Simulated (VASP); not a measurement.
# RbBr (Fm-3m) in VASP: notebook, part 2 of 2

VASP 6.6.1. The steps go on from the part before.

### 4 Single point, PBEsol

This run uses another cell than the first one, of 21.81 Å³/atom, 0.543 times its volume.

Input file INCAR:

```
PREC = Accurate ; ENCUT = 500
EDIFF = 1E-6 ; ISMEAR = 0
SIGMA = 0.01 ; LREAL = False
LASPH = True ; NELM = 120
ALGO = Normal ; ISIF = 2
LWAVE = False ; LCHARG = False
GGA = PS ; NBANDS = 15
GGA_COMPAT = False
```

Input file KPOINTS:

```
regular mesh
0
Gamma
  8 8 8
```

Input file POSCAR:

```
RbBr
1.0
    0.0000000000      2.7940500064      2.7940500064
    2.7940500064      0.0000000000      2.7940500064
    2.7940500064      2.7940500064      0.0000000000
Rb Br
1 1
Direct
    0.0000000000      0.0000000000      0.0000000000
    0.5000000000      0.5000000000      0.5000000000
```

Potentials or basis: VASP PAW PBE potentials, release 64 (Rb_sv, Br).

Command:

```
> cat potpaw_PBE.64/Rb_sv/POTCAR potpaw_PBE.64/Br/POTCAR > POTCAR
> mpirun -np 1 vasp_std > vasp.out
```

OUTCAR:

```text
PREC = Accurate
   ENCUT = 500
   EDIFF = 1E-6
   ISMEAR = 0
   LREAL = False
   LASPH = True
   NELM = 120
   ISIF = 2
   GGA = PS

 ion  position               nearest neighbor table
   1  0.000  0.000  0.000-   2 2.79   2 2.79   2 2.79   2 2.79   2 2.79   2 2.79
   2  0.500  0.500  0.500-   1 2.79   1 2.79   1 2.79   1 2.79   1 2.79   1 2.79

  LATTYP: Found a face centered cubic cell.
 ALAT       =     5.5881000128

  Lattice vectors:

 A1 = (   0.0000000000,   2.7940500064,   2.7940500064)
 A2 = (   2.7940500064,   0.0000000000,   2.7940500064)
 A3 = (   2.7940500064,   2.7940500064,   0.0000000000)

Analysis of symmetry for initial positions (statically):
=====================================================================
 Subroutine PRICEL returns:
 Original cell was already a primitive cell.

 Routine SETGRP: Setting up the symmetry group for a
 face centered cubic supercell.

 Subroutine GETGRP returns: Found 48 space group operations
 (whereof 48 operations were pure point group operations)
 out of a pool of 48 trial point group operations.

The static configuration has the point symmetry O_h .

Analysis of symmetry for dynamics (positions and initial velocities):
=====================================================================
 Subroutine PRICEL returns:
 Original cell was already a primitive cell.

 Routine SETGRP: Setting up the symmetry group for a
 face centered cubic supercell.

 Subroutine GETGRP returns: Found 48 space group operations
 (whereof 48 operations were pure point group operations)
 out of a pool of 48 trial point group operations.

The dynamic configuration has the point symmetry O_h .

 Subroutine INISYM returns: Found 48 space group operations
 (whereof 48 operations are pure point group operations),
 and found     1 'primitive' translations

----------------------------------------------------------------------------------------

                                     Primitive cell

  volume of cell :      43.6247

  direct lattice vectors                    reciprocal lattice vectors
     0.000000000  2.794050006  2.794050006    -0.178951701  0.178951701  0.178951701
     2.794050006  0.000000000  2.794050006     0.178951701 -0.178951701  0.178951701
     2.794050006  2.794050006  0.000000000     0.178951701  0.178951701 -0.178951701

  length of vectors
     3.951383413  3.951383413  3.951383413     0.309953437  0.309953437  0.309953437

  position of ions in fractional coordinates (direct lattice)
     0.000000000  0.000000000  0.000000000
     0.500000000  0.500000000  0.500000000

  ion indices of the primitive-cell ions
   primitive index   ion index
                 1           1
                 2           2

----------------------------------------------------------------------------------------

 KPOINTS: regular mesh

Automatic generation of k-mesh.
 Grid dimensions read from file:
 generate k-points for:    8    8    8

 Generating k-lattice:

  Cartesian coordinates                     Fractional coordinates (reciprocal lattice)
    -0.022368963  0.022368963  0.022368963     0.125000000  0.000000000  0.000000000
     0.022368963 -0.022368963  0.022368963     0.000000000  0.125000000  0.000000000
     0.022368963  0.022368963 -0.022368963     0.000000000  0.000000000  0.125000000

  Length of vectors
     0.038744180  0.038744180  0.038744180

  Shift w.r.t. Gamma in fractional coordinates (k-lattice)
     0.000000000  0.000000000  0.000000000

 Subroutine IBZKPT returns following result:
 ===========================================

 Found     29 irreducible k-points:

 Following reciprocal coordinates:
            Coordinates               Weight
  0.000000  0.000000  0.000000      1.000000
  0.125000  0.000000  0.000000      8.000000
  0.250000  0.000000  0.000000      8.000000
  0.375000  0.000000  0.000000      8.000000
  0.500000  0.000000  0.000000      4.000000
  0.125000  0.125000  0.000000      6.000000
[... 16 lines left out ...]
  0.500000  0.250000  0.125000     48.000000
 -0.375000  0.250000  0.125000     24.000000
 [... further k-points ...]
   k-points           NKPTS =     29   k-points in BZ     NKDIM =     29   number of bands    NBANDS=     15
   number of dos      NEDOS =    301   number of ions     NIONS =      2
   total plane-waves  NPLWV =  27000
   dimension x,y,z NGX =    30 NGY =   30 NGZ =   30
   dimension x,y,z NGXF=    60 NGYF=   60 NGZF=   60
   ions per type =               1   1
   NGX,Y,Z   is equivalent  to a cutoff of  12.62, 12.62, 12.62 a.u.
   NGXF,Y,Z  is equivalent  to a cutoff of  25.24, 25.24, 25.24 a.u.
 SYSTEM =  unknown system
   PREC   = accura    normal or accurate (medium, high low for compatibility)
   ISTART =      0    job   : 0-new  1-cont  2-samecut
   ICHARG =      2    charge: 1-file 2-atom 10-const
   ISPIN  =      1    spin polarized calculation?
   LNONCOLLINEAR =      F non collinear calculations
   LSORBIT =      F    spin-orbit coupling
   LASPH  =      T    aspherical Exc in radial PAW
   ENCUT  =  500.0 eV  36.75 Ry    6.06 a.u.   7.20  7.20  7.20*2*pi/ulx,y,z
   NELM   =    120;   NELMIN=  2; NELMDL= -5     # of ELM steps
   EDIFF  = 0.1E-05   stopping-criterion for ELM
   LREAL  =      F    real-space projection
   EDIFFG = 0.1E-04   stopping-criterion for IOM
   NSW    =      0    number of steps for IOM
   IBRION =     -1    ionic relax: 0-MD 1-quasi-New 2-CG
   NFREE  =      0    steps in history (QN), initial steepest desc. (CG)
   ISIF   =      2    stress and relaxation
   ISYM   =      2    0-nonsym 1-usesym 2-fastsym
   POTIM  = 0.5000    time-step for ionic-motion
   TEBEG  =    0.0;   TEEND  =   0.0 temperature during run
   PSTRESS=    0.0 pullay stress
   NELECT =      16.0000    total number of electrons
   NUPDOWN=      -1.0000    fix difference up-down
   EMIN   =  10.00;   EMAX   =-10.00  energy-range for DOS
   EFERMI =   0.00;   METHOD = LEGACY
   ISMEAR =     0;   SIGMA  =   0.01  broadening in eV -4-tet -1-fermi 0-gaus
   EFERMI_NEDOS =   21; number of points for ismear=-14 and -15
   IALGO  =     38    algorithm
   IMIX   =      4    mixing-type and parameters
     AMIX     =   0.40;   BMIX     =  1.00
     AMIX_MAG =   1.60;   BMIX_MAG =  1.00
  volume/ion in A,a.u.               =      21.81       147.20
  Fermi-wavevector in a.u.,A,eV,Ry     =   1.171846  2.214468 18.683843  1.373224
  Thomas-Fermi vector in A             =   2.308284
   LORBIT       =      0    0 simple, 1 ext, 2 COOP (PROOUT), +10 PAW based schemes
   GGA     = PS    functional components
   LHFCALC =     F    Hartree Fock is set to
   AEXX    =    0.0000 exact exchange contribution
   IVDW    =     0    specifies the selected vdW correction
   LEPSILON=     F    determine dielectric tensor
   LRPA    =     F    only Hartree local field effects (RPA)
 non-spin polarized calculation
 Gauss-broadening in eV      SIGMA  =   0.01
  energy-cutoff  :      500.00
  volume of cell :       43.62
 maximum number of plane-waves:      1124
 NGX is ok and might be reduce to    30
   NGX = 15   NGY = 15   NGZ = 15

 number of electron      16.0000002 magnetization

 Free energy of the ion-electron system (eV)
  ---------------------------------------------------
  ext. energy  EPLUGINS =         0.00000000
  ---------------------------------------------------
  free energy    TOTEN  =        -3.82601051 eV

  energy without entropy =       -3.82601051  energy(sigma->0) =       -3.82601051

 E-fermi :   2.1560     XC(G=0): -10.2002

 val. band max:        2.0940781645   @ k =   0.5000   0.5000   0.0000
 cond. band min:       5.5417700280   @ k =   0.5000   0.5000   0.0000
 fundamental gap:      3.4476918634
 Fermi energy:         2.1559860373

 k-point     1 :       0.0000    0.0000    0.0000
  band No.  band energies     occupation
      1     -22.1210      2.00000
      2     -11.3012      2.00000
      3      -6.1518      2.00000
      4      -6.1518      2.00000
      5      -6.1518      2.00000
      6       1.9445      2.00000
      7       1.9445      2.00000
      8       1.9445      2.00000
      9       8.2831      0.00000
     10       8.2896      0.00000
     11       8.2896      0.00000
     12       8.2896      0.00000
     13       9.8447      0.00000
     14       9.8447      0.00000
     15      13.2660      0.00000
[... 397 lines left out ...]
 k-point    24 :      -0.3750    0.2500    0.1250
  band No.  band energies     occupation
      1     -21.8691      2.00000
      2     -11.9178      2.00000
      3      -6.7649      2.00000
      4      -6.5642      2.00000
      5      -5.7066      2.00000
      6      -0.0563      2.00000
      7       0.9549      2.00000
      8       1.2102      2.00000
      9       9.1667      0.00000
     10       9.6516      0.00000
     11      13.0113      0.00000
     12      13.1278      0.00000
     13      13.8688      0.00000
     14      15.3085      0.00000
     15      15.5487      0.00000

 [... further k-points ...]
[... 5 lines left out ...]
  --------------------------------------------------------------------------------------
  -------------------------------------------------------------------------------------
  Total       11.0410743     11.0410743     11.0410743     -0.0000000     -0.0000000      0.0000000
  in kB      405.4986340    405.4986340    405.4986340     -0.0000000     -0.0000000      0.0000000
  external PRESSURE =     405.4986340 kB  Pullay stress =       0.0000000 kB

 VOLUME and BASIS-vectors are now :
 -----------------------------------------------------------------------------
  energy-cutoff  :      500.00
  volume of cell :       43.62
      direct lattice vectors                 reciprocal lattice vectors
     0.000000000  2.794050006  2.794050006    -0.178951701  0.178951701  0.178951701
     2.794050006  0.000000000  2.794050006     0.178951701 -0.178951701  0.178951701
     2.794050006  2.794050006  0.000000000     0.178951701  0.178951701 -0.178951701

 POSITION                                       TOTAL-FORCE (eV/Angst)
 -----------------------------------------------------------------------------------
      0.00000      0.00000      0.00000         0.000000     -0.000000     -0.000000
      2.79405      2.79405      2.79405         0.000000      0.000000      0.000000
 -----------------------------------------------------------------------------------
    total drift:                               -0.000000      0.000000      0.000000

  FREE ENERGIE OF THE ION-ELECTRON SYSTEM (eV)
  ---------------------------------------------------
  free  energy   TOTEN  =        -3.8260105071 eV

  energy  without entropy=       -3.8260105071  energy(sigma->0) =       -3.82601051
```

Run time: 11 s. Hardware: 1 thread of Intel Xeon Platinum 8488C (Sapphire Rapids), shared host; peak memory 0.17 GiB.

Results:

```
Free energy            : -3.8260 eV
Pressure               : 40.5 GPa
Band gap on the k mesh : 3.45 eV, direct
```

Caveat: the PAW data sets were made with another functional, which shifts forces and pressure a little. A k mesh can miss the band edges.

### 5 Summary

```csv
task,cell,k mesh,cutoff (eV),gap on the mesh (eV),pressure (GPa)
relaxation of cell and atoms,"relaxed from a = 4.844 Å, angles 60.0°, 2 atoms",6 × 6 × 6,600,4.21,0.0
single point,"a = 3.951 Å, angles 60.0°, 2 atoms",6 × 6 × 6,500,3.45,40.6
single point,"a = 3.951 Å, angles 60.0°, 2 atoms",8 × 8 × 8,500,3.45,40.5
```

Alike in all rows: level PBEsol; potentials or basis VASP PAW PBE potentials, release 64 (Rb_sv, Br); no spin polarisation; smearing gaussian 0.01 eV.

Caveats: the PAW data sets were made with another functional, which shifts forces and pressure a little; the relaxation stopped at its first step, so nothing moved (some runs).

Total energies depend on the potentials used, so only differences within one code and one set of settings carry meaning.
